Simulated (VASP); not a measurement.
# Ge (I4/mmm) in VASP: further runs

Ge is run at these levels: PBE; tasks: single point.

Everything below comes from runs of VASP 6.6.1. Logs are shortened: lines on timing, memory, paths and dates and some standing lists are left out, and cuts for length are marked.

## (1) The cell of the first run

It takes space group I4/mmm (No. 139, tetragonal). Conventional cell: a = 3.217 Å, b = 3.217 Å, c = 3.746 Å, α = 90.00°, β = 90.00°, γ = 90.00°. Within 3.9 Å of Ge (site symmetry 4/mmm) lie 14 Ge at 2.95 to 3.75 Å.

## (2) Single point, PBE

INCAR

```
ALGO = Normal
EDIFF = 1E-6
ENCUT = 520
GGA = PE
ISIF = 2
ISMEAR = 0
LASPH = T
LCHARG = F
LREAL = F
LWAVE = F
NBANDS = 13
NELM = 80
PREC = Accurate
SIGMA = 0.015
```

KPOINTS

```
k-points
0
Gamma
  12 12 12
```

POSCAR

```
Ge
1.0
   -1.6084200000      1.6084200000      1.8731800000
    1.6084200000     -1.6084200000      1.8731800000
    1.6084200000      1.6084200000     -1.8731800000
Ge
1
Direct
    0.5000000000      0.5000000000      0.0000000000
```

Potentials or basis: VASP PAW PBE potentials, release 64 (Ge_d).

The run is started by

```sh
$ cat potpaw_PBE.64/Ge_d/POTCAR > POTCAR
$ mpirun -np 1 vasp_std > vasp.out
```

OUTCAR:

```text
EDIFF = 1E-6
   ENCUT = 520
   GGA = PE
   ISIF = 2
   ISMEAR = 0
   LASPH = T
   LREAL = F
   NELM = 80
   PREC = Accurate

 ion  position               nearest neighbor table
   1  0.500  0.500  0.000-

  LATTYP: Found a body centered tetragonal cell.
 ALAT       =     3.2168400000
 C/A-ratio  =     1.1646087465

  Lattice vectors:

 A1 = (  -1.6084200000,   1.6084200000,   1.8731800000)
 A2 = (   1.6084200000,  -1.6084200000,   1.8731800000)
 A3 = (   1.6084200000,   1.6084200000,  -1.8731800000)

Analysis of symmetry for initial positions (statically):
=====================================================================
 Subroutine PRICEL returns:
 Original cell was already a primitive cell.

 Routine SETGRP: Setting up the symmetry group for a
 body centered tetragonal supercell.

 Subroutine GETGRP returns: Found 16 space group operations
 (whereof 16 operations were pure point group operations)
 out of a pool of 16 trial point group operations.

The static configuration has the point symmetry D_4h.

Analysis of symmetry for dynamics (positions and initial velocities):
=====================================================================
 Subroutine PRICEL returns:
 Original cell was already a primitive cell.

 Routine SETGRP: Setting up the symmetry group for a
 body centered tetragonal supercell.

 Subroutine GETGRP returns: Found 16 space group operations
 (whereof 16 operations were pure point group operations)
 out of a pool of 16 trial point group operations.

The dynamic configuration has the point symmetry D_4h.

 Subroutine INISYM returns: Found 16 space group operations
 (whereof 16 operations are pure point group operations),
 and found     1 'primitive' translations

----------------------------------------------------------------------------------------

                                     Primitive cell

  volume of cell :      19.3838

  direct lattice vectors                    reciprocal lattice vectors
    -1.608420000  1.608420000  1.873180000     0.000000000  0.310864078  0.266925763
     1.608420000 -1.608420000  1.873180000     0.310864078  0.000000000  0.266925763
     1.608420000  1.608420000 -1.873180000     0.310864078  0.310864078  0.000000000

  length of vectors
     2.946664743  2.946664743  2.946664743     0.409738743  0.409738743  0.439628195

  position of ions in fractional coordinates (direct lattice)
     0.500000000  0.500000000  0.000000000

  ion indices of the primitive-cell ions
   primitive index   ion index
                 1           1

----------------------------------------------------------------------------------------

 KPOINTS: k-points

Automatic generation of k-mesh.
 Grid dimensions read from file:
 generate k-points for:   12   12   12

 Generating k-lattice:

  Cartesian coordinates                     Fractional coordinates (reciprocal lattice)
     0.000000000  0.025905340  0.022243814     0.083333333  0.000000000  0.000000000
     0.025905340  0.000000000  0.022243814     0.000000000  0.083333333  0.000000000
     0.025905340  0.025905340  0.000000000     0.000000000  0.000000000  0.083333333

  Length of vectors
     0.034144895  0.034144895  0.036635683

  Shift w.r.t. Gamma in fractional coordinates (k-lattice)
     0.000000000  0.000000000  0.000000000

 Subroutine IBZKPT returns following result:
 ===========================================

 Found    163 irreducible k-points:

 Following reciprocal coordinates:
            Coordinates               Weight
  0.000000  0.000000  0.000000      1.000000
  0.083333  0.000000 -0.000000      8.000000
  0.166667  0.000000  0.000000      8.000000
  0.250000 -0.000000  0.000000      8.000000
  0.333333 -0.000000  0.000000      8.000000
  0.416667 -0.000000  0.000000      8.000000
[... 16 lines left out ...]
  0.500000  0.166667  0.000000     16.000000
 -0.416667  0.166667 -0.000000     16.000000
 [... further k-points ...]
   k-points           NKPTS =    163   k-points in BZ     NKDIM =    163   number of bands    NBANDS=     13
   number of dos      NEDOS =    301   number of ions     NIONS =      1
   total plane-waves  NPLWV =  13824
   dimension x,y,z NGX =    24 NGY =   24 NGZ =   24
   dimension x,y,z NGXF=    48 NGYF=   48 NGZF=   48
   ions per type =               1
   NGX,Y,Z   is equivalent  to a cutoff of  13.54, 13.54, 13.54 a.u.
   NGXF,Y,Z  is equivalent  to a cutoff of  27.08, 27.08, 27.08 a.u.
 SYSTEM =  unknown system
   PREC   = accura    normal or accurate (medium, high low for compatibility)
   ISTART =      0    job   : 0-new  1-cont  2-samecut
   ICHARG =      2    charge: 1-file 2-atom 10-const
   ISPIN  =      1    spin polarized calculation?
   LNONCOLLINEAR =      F non collinear calculations
   LSORBIT =      F    spin-orbit coupling
   LASPH  =      T    aspherical Exc in radial PAW
   ENCUT  =  520.0 eV  38.22 Ry    6.18 a.u.   5.48  5.48  5.48*2*pi/ulx,y,z
   NELM   =     80;   NELMIN=  2; NELMDL= -5     # of ELM steps
   EDIFF  = 0.1E-05   stopping-criterion for ELM
   LREAL  =      F    real-space projection
[... 7 lines left out ...]
   TEBEG  =    0.0;   TEEND  =   0.0 temperature during run
   PSTRESS=    0.0 pullay stress
   NELECT =      14.0000    total number of electrons
   NUPDOWN=      -1.0000    fix difference up-down
   EMIN   =  10.00;   EMAX   =-10.00  energy-range for DOS
   EFERMI =   0.00;   METHOD = LEGACY
   ISMEAR =     0;   SIGMA  =   0.01  broadening in eV -4-tet -1-fermi 0-gaus
   EFERMI_NEDOS =   21; number of points for ismear=-14 and -15
   IALGO  =     38    algorithm
   IMIX   =      4    mixing-type and parameters
     AMIX     =   0.40;   BMIX     =  1.00
     AMIX_MAG =   1.60;   BMIX_MAG =  1.00
  volume/ion in A,a.u.               =      19.38       130.81
  Fermi-wavevector in a.u.,A,eV,Ry     =   1.468829  2.775685 29.354024  2.157460
  Thomas-Fermi vector in A             =   2.584280
   LORBIT       =      0    0 simple, 1 ext, 2 COOP (PROOUT), +10 PAW based schemes
   GGA     = PE    functional components
   LHFCALC =     F    Hartree Fock is set to
   AEXX    =    0.0000 exact exchange contribution
   IVDW    =     0    specifies the selected vdW correction
   LEPSILON=     F    determine dielectric tensor
   LRPA    =     F    only Hartree local field effects (RPA)
 non-spin polarized calculation
 Gauss-broadening in eV      SIGMA  =   0.01
  energy-cutoff  :      520.00
  volume of cell :       19.38
 maximum number of plane-waves:       536
 NGX is ok and might be reduce to    24
   NGX = 11   NGY = 11   NGZ = 11

 number of electron      13.9999999 magnetization

 Free energy of the ion-electron system (eV)
  ---------------------------------------------------
  ext. energy  EPLUGINS =         0.00000000
  ---------------------------------------------------
  free energy    TOTEN  =        -4.18350836 eV

  energy without entropy =       -4.18346855  energy(sigma->0) =       -4.18348845

 E-fermi :   6.5976     XC(G=0): -11.1611

 val. band max:        6.5941135501   @ k =  -0.3333   0.3333   0.1667
 cond. band min:       6.6236792279   @ k =   0.3333   0.3333   0.1667
 fundamental gap:      0.0295656778
 Fermi energy:         6.5975690498

 k-point     1 :       0.0000    0.0000    0.0000
  band No.  band energies     occupation
      1     -18.2204      2.00000
      2     -18.2204      2.00000
      3     -18.2019      2.00000
      4     -18.1684      2.00000
      5     -18.1311      2.00000
      6      -6.4372      2.00000
      7      15.1099      0.00000
      8      15.4111      0.00000
      9      15.4111      0.00000
     10      20.4284      0.00000
     11      20.4284      0.00000
     12      21.8065      0.00000
     13      22.0379      0.00000

 k-point     2 :       0.0833    0.0000   -0.0000
  band No.  band energies     occupation
      1     -18.2177      2.00000
      2     -18.2175      2.00000
      3     -18.1990      2.00000
      4     -18.1686      2.00000
      5     -18.1325      2.00000
      6      -6.2647      2.00000
      7      13.7558      0.00000
      8      14.9267      0.00000
      9      15.1398      0.00000
     10      19.8221      0.00000
     11      20.6845      0.00000
     12      21.4797      0.00000
     13      22.8693      0.00000

 k-point     3 :       0.1667    0.0000    0.0000
  band No.  band energies     occupation
      1     -18.2176      2.00000
      2     -18.2116      2.00000
      3     -18.1833      2.00000
      4     -18.1691      2.00000
      5     -18.1360      2.00000
      6      -5.7476      2.00000
      7      10.8618      0.00000
      8      13.9559      0.00000
      9      14.8418      0.00000
     10      18.9190      0.00000
     11      19.9327      0.00000
     12      21.6603      0.00000
     13      22.6064      0.00000

 k-point     4 :       0.2500   -0.0000    0.0000
  band No.  band energies     occupation
      1     -18.2224      2.00000
      2     -18.2067      2.00000
      3     -18.1686      2.00000
      4     -18.1569      2.00000
      5     -18.1388      2.00000
      6      -4.8892      2.00000
      7       7.8402      0.00000
      8      13.0044      0.00000
      9      14.4797      0.00000
     10      18.1409      0.00000
     11      18.8175      0.00000
     12      21.1639      0.00000
     13      23.7716      0.00000

 k-point     5 :       0.3333   -0.0000    0.0000
  band No.  band energies     occupation
      1     -18.2281      2.00000
      2     -18.2066      2.00000
      3     -18.1672      2.00000
      4     -18.1382      2.00000
      5     -18.1295      2.00000
      6      -3.7041      2.00000
      7       5.0281      2.00000
      8      12.2601      0.00000
      9      14.1556      0.00000
     10      17.4698      0.00000
     11      17.9582      0.00000
     12      21.2271      0.00000
     13      25.1668      0.00000

 k-point     6 :       0.4167   -0.0000    0.0000
  band No.  band energies     occupation
      1     -18.2324      2.00000
      2     -18.2091      2.00000
      3     -18.1668      2.00000
      4     -18.1350      2.00000
      5     -18.1092      2.00000
      6      -2.2631      2.00000
      7       2.5892      2.00000
      8      11.7937      0.00000
      9      13.9403      0.00000
     10      17.0103      0.00000
     11      17.4330      0.00000
     12      21.7640      0.00000
     13      24.5514      0.00000

 k-point     7 :       0.5000   -0.0000    0.0000
  band No.  band energies     occupation
      1     -18.2340      2.00000
      2     -18.2104      2.00000
      3     -18.1668      2.00000
      4     -18.1333      2.00000
      5     -18.1017      2.00000
      6      -1.2094      2.00000
      7       1.1999      2.00000
      8      11.6353      0.00000
      9      13.8658      0.00000
     10      16.8481      0.00000
     11      17.2570      0.00000
     12      22.2930      0.00000
     13      23.7093      0.00000
[... 193 lines left out ...]
 k-point    20 :       0.2500    0.1667    0.0000
  band No.  band energies     occupation
      1     -18.2198      2.00000
      2     -18.2014      2.00000
      3     -18.1624      2.00000
      4     -18.1496      2.00000
      5     -18.1294      2.00000
      6      -3.3520      2.00000
      7       5.8534      2.00000
      8       8.5123      0.00000
      9      13.3482      0.00000
     10      18.8708      0.00000
     11      20.5708      0.00000
     12      23.3312      0.00000
     13      24.2965      0.00000

 k-point    21 :       0.3333    0.1667    0.0000
  band No.  band energies     occupation
      1     -18.2239      2.00000
      2     -18.1982      2.00000
      3     -18.1609      2.00000
      4     -18.1441      2.00000
      5     -18.1196      2.00000
      6      -1.9584      2.00000
      7       3.4609      2.00000
      8       8.1336      0.00000
      9      12.6723      0.00000
     10      18.5309      0.00000
     11      20.4791      0.00000
     12      23.1634      0.00000
     13      24.5995      0.00000

 k-point    22 :       0.4167    0.1667    0.0000
  band No.  band energies     occupation
      1     -18.2269      2.00000
      2     -18.1966      2.00000
      3     -18.1613      2.00000
      4     -18.1405      2.00000
      5     -18.1145      2.00000
      6      -0.7543      2.00000
      7       1.8368      2.00000
      8       8.1634      0.00000
      9      12.2155      0.00000
     10      18.1961      0.00000
     11      19.7518      0.00000
     12      23.1046      0.00000
     13      26.1499      0.00000

 k-point    23 :       0.5000    0.1667    0.0000
  band No.  band energies     occupation
      1     -18.2281      2.00000
      2     -18.1966      2.00000
      3     -18.1615      2.00000
      4     -18.1426      2.00000
      5     -18.1147      2.00000
      6      -1.5073      2.00000
      7       2.8010      2.00000
      8       8.5625      0.00000
      9      12.0157      0.00000
     10      17.6253      0.00000
     11      19.6209      0.00000
     12      23.0026      0.00000
     13      27.0548      0.00000

 k-point    24 :      -0.4167    0.1667   -0.0000
  band No.  band energies     occupation
      1     -18.2277      2.00000
      2     -18.2001      2.00000
      3     -18.1616      2.00000
      4     -18.1455      2.00000
      5     -18.1219      2.00000
      6      -2.9433      2.00000
      7       5.0642      2.00000
      8       9.3256      0.00000
      9      12.0696      0.00000
     10      17.0857      0.00000
     11      19.9427      0.00000
     12      22.9235      0.00000
     13      24.6329      0.00000

 [... further k-points ...]
[... 5 lines left out ...]
  --------------------------------------------------------------------------------------
  -------------------------------------------------------------------------------------
  Total        0.0522978      0.0522978      0.1697175      0.0000000     -0.0000000      0.0000000
  in kB        4.3227033      4.3227033     14.0280961      0.0000000     -0.0000000      0.0000000
  external PRESSURE =       7.5578342 kB  Pullay stress =       0.0000000 kB

 VOLUME and BASIS-vectors are now :
 -----------------------------------------------------------------------------
  energy-cutoff  :      520.00
  volume of cell :       19.38
      direct lattice vectors                 reciprocal lattice vectors
    -1.608420000  1.608420000  1.873180000     0.000000000  0.310864078  0.266925763
     1.608420000 -1.608420000  1.873180000     0.310864078  0.000000000  0.266925763
     1.608420000  1.608420000 -1.873180000     0.310864078  0.310864078  0.000000000

 POSITION                                       TOTAL-FORCE (eV/Angst)
 -----------------------------------------------------------------------------------
      0.00000      0.00000      1.87318         0.000000      0.000000      0.000000
 -----------------------------------------------------------------------------------
    total drift:                               -0.000000      0.000000      0.000000

  FREE ENERGIE OF THE ION-ELECTRON SYSTEM (eV)
  ---------------------------------------------------
  free  energy   TOTEN  =        -4.1835083578 eV

  energy  without entropy=       -4.1834685455  energy(sigma->0) =       -4.18348845
```

Run time: 14 s. Hardware: 1 thread of AMD EPYC 9R45 (Zen 5), shared host; peak memory 0.13 GiB.

Results:

```yaml
Free_energy: -4.1835 eV
Pressure: 0.8 GPa
Band_gap_on_the_k_mesh: zero (band 7 reaches 15.11 eV, above the bottom of band 8 at 3.80 eV)
```

Levels at points of the mesh, in eV from the Fermi level:
```csv
k point,band 3,band 4,band 5,band 6,band 7,band 8,band 9,band 10,band 11,band 12
"(0.00, 0.00, 0.00)",-24.80,-24.77,-24.73,-13.03,8.51,8.81,8.81,13.83,13.83,15.21
"(0.50, 0.00, 0.00)",-24.76,-24.73,-24.70,-7.81,-5.40,5.04,7.27,10.25,10.66,15.70
"(0.50, 0.50, 0.00)",-24.73,-24.72,-24.69,-6.74,-4.86,3.09,4.57,7.68,7.83,22.46
"(0.50, 0.50, 0.50)",-24.72,-24.70,-24.70,-3.62,-2.49,0.69,0.69,4.42,5.21,26.42
```

## (3) Single point, PBE

INCAR

```
SYSTEM = Ge
  PREC = Accurate
  ENCUT = 520
  EDIFF = 1E-7
  ISMEAR = 0
  SIGMA = 0.016
  LREAL = .False.
  LASPH = .True.
  NELM = 100
  ALGO = Normal
  ISIF = 2
  LWAVE = .False.
  LCHARG = .True.
  GGA = PE
  LELF = .True.
  LVHAR = .True.
  NBANDS = 13
```

KPOINTS

```
regular mesh
0
Gamma
  12 12 12
  0 0 0
```

POSCAR is that of step 2.

Potentials or basis: VASP PAW PBE potentials, release 64 (Ge_d).

The run is started by

```sh
$ cat potpaw_PBE.64/Ge_d/POTCAR > POTCAR
$ mpirun -np 1 vasp_std > vasp.out
```

Run time: 17 s. Hardware: 1 thread of AMD EPYC 9R45 (Zen 5), shared host; peak memory 0.13 GiB.

Results (log left out):

| Item | Value |
| --- | --- |
| Free energy | -4.1835 eV |
| Pressure | 0.9 GPa |
| Band gap on the k mesh | zero (band 7 reaches 15.11 eV, above the bottom of band 8 at 3.80 eV) |

Stress tensor (GPa, compression positive):
```
0.56 0.00 0.00
0.00 0.56 0.00
0.00 0.00 1.53
```

Levels at points of the mesh, in eV from the Fermi level:
```
           k point  band 3  band 4  band 5  band 6  band 7  band 8  band 9  band 10  band 11  band 12
(0.00, 0.00, 0.00)  -24.80  -24.77  -24.73  -13.04    8.51    8.81    8.81    13.83    13.83    15.21
(0.50, 0.00, 0.00)  -24.76  -24.73  -24.70   -7.81   -5.40    5.04    7.27    10.25    10.66    15.70
(0.50, 0.50, 0.00)  -24.74  -24.72  -24.69   -6.74   -4.86    3.09    4.57     7.68     7.83    22.46
(0.50, 0.50, 0.50)  -24.72  -24.70  -24.70   -3.62   -2.49    0.69    0.69     4.42     5.21    26.42
```

[end of part 1 of 2]
